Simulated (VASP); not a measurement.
Input of a VASP 6.6.1 run:

The input INCAR:

```
SYSTEM = HfN
PREC = Accurate
ENCUT = 520
EDIFF = 1E-6
ISMEAR = 0
SIGMA = 0.1
LREAL = .False.
LASPH = .True.
NELM = 100
ALGO = Normal
ISIF = 2
LWAVE = .False.
LCHARG = .True.
GGA = PS
LELF = .True.
LVHAR = .True.
NBANDS = 14
```

The input KPOINTS:

```
regular mesh
0
Gamma
  16 16 16
  0 0 0
```

POSCAR

```
HfN
1.0
    0.0000000000      2.2049218967      2.2049218967
    2.2049218967      0.0000000000      2.2049218967
    2.2049218967      2.2049218967      0.0000000000
Hf N
1 1
Direct
    0.0000000000      0.0000000000      0.0000000000
    0.5000000000      0.5000000000      0.5000000000
```

Potentials or basis: VASP PAW PBE potentials, release 64 (Hf_pv, N).

Launch:

```bash
$ cat potpaw_PBE.64/Hf_pv/POTCAR potpaw_PBE.64/N/POTCAR > POTCAR
$ mpirun -np 1 vasp_std > vasp.out
```

What does it give for the pressure?

17.8 GPa.

Caveat: the PAW data sets were made with another functional, which shifts forces and pressure a little.
